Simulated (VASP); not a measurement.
Zr2N, 6 atoms in the cell. It takes space group P4_2/mnm (No. 136, tetragonal). Conventional cell: a = 5.368 Å, b = 5.368 Å, c = 3.274 Å, α = 90.00°, β = 90.00°, γ = 90.00°. Within 3.3 Å of Zr (site symmetry m2m) lie 3 N at 2.25 Å and 11 Zr at 3.10 to 3.27 Å. Within 3.0 Å of N (site symmetry mmm) lie 6 Zr at 2.25 Å. 

| Item | Value |
| --- | --- |
| Program | VASP 6.6.1 |
| Task | single point |
| Functional | PBEsol |
| Potentials or basis | VASP PAW PBE potentials, release 64 (Zr_sv, N) |
| Cutoff | 520 eV |
| k mesh | 8 × 8 × 10 |
| Occupations | fermi-dirac, width 0.15 eV |
| Spin | no spin polarisation |
| Dipole correction | no |
| Further INCAR settings | ALGO = Normal; EDIFF = 1e-06; NBANDS = 38 |

Potentials or basis: VASP PAW PBE potentials, release 64 (Zr_sv, N).

Run with:

```console
$ cat potpaw_PBE.64/Zr_sv/POTCAR potpaw_PBE.64/N/POTCAR > POTCAR
$ mpirun -np 1 vasp_std > vasp.out
```

Hardware: 1 thread of Intel(R) Xeon(R) Platinum 8488C (Sapphire Rapids) (shared host).

Task: How long does it take, and how much memory?

Result: It took 5.2 min on 1 thread of Intel(R) Xeon(R) Platinum 8488C (Sapphire Rapids), with other jobs on the host, peak memory 0.35 GiB. Counts: scf iterations 14, k points 90.
